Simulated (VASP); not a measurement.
V, 4 atoms in the cell. It takes space group Cmce (No. 64, orthorhombic). The conventional cell has a = 5.075 Å, b = 3.354 Å, c = 6.841 Å, α = 90.00°, β = 90.00°, γ = 90.00°. Within 2.5 Å of V (site symmetry m) lie 3 V at 1.89 to 2.47 Å. 

- Program: VASP 6.6.1
- Task: single point
- Functional: PBEsol
- Potentials or basis: VASP PAW PBE potentials, release 64 (V_sv)
- Cutoff: 520 eV
- k mesh: 6 × 6 × 4
- Occupations: gaussian, width 0.1 eV
- Spin: collinear spin, ferromagnetic start
- Starting moments: [2.0, 2.0, 2.0, 2.0] μB
- Dipole correction: no
- Further INCAR settings: ALGO = Normal; EDIFF = 1e-06; NBANDS = 38

Potentials or basis: VASP PAW PBE potentials, release 64 (V_sv).

The run is started by

```console
$ cat potpaw_PBE.64/V_sv/POTCAR > POTCAR
$ mpirun -np 1 vasp_std > vasp.out
```

Hardware: 1 thread of Intel(R) Xeon(R) 6975P-C (Granite Rapids), with other jobs on the host.

Q: Estimate the wall time of this run.

A: It took 62 s on 1 thread of Intel(R) Xeon(R) 6975P-C (Granite Rapids), with other jobs on the host, peak memory 0.26 GiB. Counts: scf iterations 15, k points 39.
